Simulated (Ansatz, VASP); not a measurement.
**Na in VASP and in Ansatz**

File INCAR:

```
PREC = Accurate ; ENCUT = 520
EDIFF = 1E-8 ; ISMEAR = -1
SIGMA = 0.05 ; LREAL = False
LASPH = True ; NELM = 60
ALGO = Normal ; ISIF = 2
LWAVE = False ; LCHARG = False
GGA = PE ; LEFG = True
NBANDS = 10
```

Contents of KPOINTS:

```
Automatic mesh
0
Gamma
  12 12 12
```

POSCAR

```
Na
1.0
   -2.1175000000      2.1175000000      2.1175000000
    2.1175000000     -2.1175000000      2.1175000000
    2.1175000000      2.1175000000     -2.1175000000
Na
1
Direct
    0.0000000000      0.0000000000      0.0000000000
```

Input for Ansatz:

```yaml
crystal:
  lattice:
    - [-2.1175, 2.1175, 2.1175]
    - [2.1175, -2.1175, 2.1175]
    - [2.1175, 2.1175, -2.1175]
  atoms:
    - { symbol: Na, position: [0.0, 0.0, 0.0] }
kpoints:
  mp_grid: { grid: [12, 12, 12] }
  band_path:
    path:
      - [0.0, 0.0, 0.0]
      - [0.5, -0.5, 0.5]
      - [0.0, 0.0, 0.5]
      - [0.0, 0.0, 0.0]
      - [0.25, 0.25, 0.25]
      - [0.5, -0.5, 0.5]
      - [0.25, 0.25, 0.25]
      - [0.0, 0.0, 0.5]
    npoints: 14
scf:
  occupations: { method: fermi_dirac, width: 0.05 }
hamiltonian:
  xc: pbe
  pseudopotentials: { kind: paw }
output:
  forces: true
  stress: true
  eigenvalues: true
  efg: { contact_densities: true }
  populations: true
  bader: true
  dos: { projected: true, de: 0.2, e_range: [-14, 8] }
  write_density: true
  write_potential: true
  elf: true
  volumetric_format: npy
```

Alike in both runs: task electric field gradients; functional PBE; k mesh 12 × 12 × 12; occupations fermi-dirac, width 0.05 eV; no spin polarisation.

|  | VASP | Ansatz |
| --- | --- | --- |
| version | VASP 6.6.1 | Ansatz 0.2.0 |
| potentials or method | VASP PAW PBE potentials, release 64 (Na_pv) | PAW with Ansatz's default frozen-core files, scalar-relativistic |
| plane-wave cutoff (eV) | 520 | 420 |
| valence electrons in the cell | 7 | 9 |

```csv
,VASP,Ansatz,Ansatz less VASP
pressure (GPa),-0.2,-0.2,0.00
```

The functional is the same, so the differences come from potentials, cutoffs and numerics. VASP's potentials hold 7 valence electrons a cell and Ansatz's 9, so a difference there can come from the potentials and not from the codes.
